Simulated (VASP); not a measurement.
A run of VASP 6.6.1 is set up as follows.

File INCAR:

```
PREC = Accurate
ENCUT = 820
EDIFF = 1E-6
ISMEAR = -1
SIGMA = 0.1
LREAL = F
LASPH = T
NELM = 120
ALGO = Normal
ISIF = 2
LWAVE = F
LCHARG = T
GGA = CA
LELF = T
LVHAR = T
NBANDS = 46
GGA_COMPAT = F
```

Contents of KPOINTS:

```
regular mesh
0
Gamma
  19 19 5
```

File POSCAR:

```
Cu
1.0
    2.4199157783      0.0000000000      0.0000000000
   -1.2099578891      2.0957085390      0.0000000000
    0.0000000000      0.0000000000      7.9064757265
Cu
4
Direct
    0.0000000000      1.0000000000      1.0000000000
    1.0000000000      1.0000000000      0.5000000000
    0.3333333333      0.6666666667      0.2500000000
    0.6666666667      0.3333333333      0.7500000000
```

Potentials or basis: VASP PAW LDA potentials, release 64 (Cu_sv_GW).

Run with:

```sh
$ cat potpaw_LDA.64/Cu_sv_GW/POTCAR > POTCAR
$ mpirun -np 1 vasp_std > vasp.out
```

(1) Predict the band gap on the k mesh.

(2) Predict the pressure.

Results:

(1) zero (bands 38 and 39 overlap by 5.83 eV).

(2) 18.0 GPa.

Caveat: the cell stands under pressure.
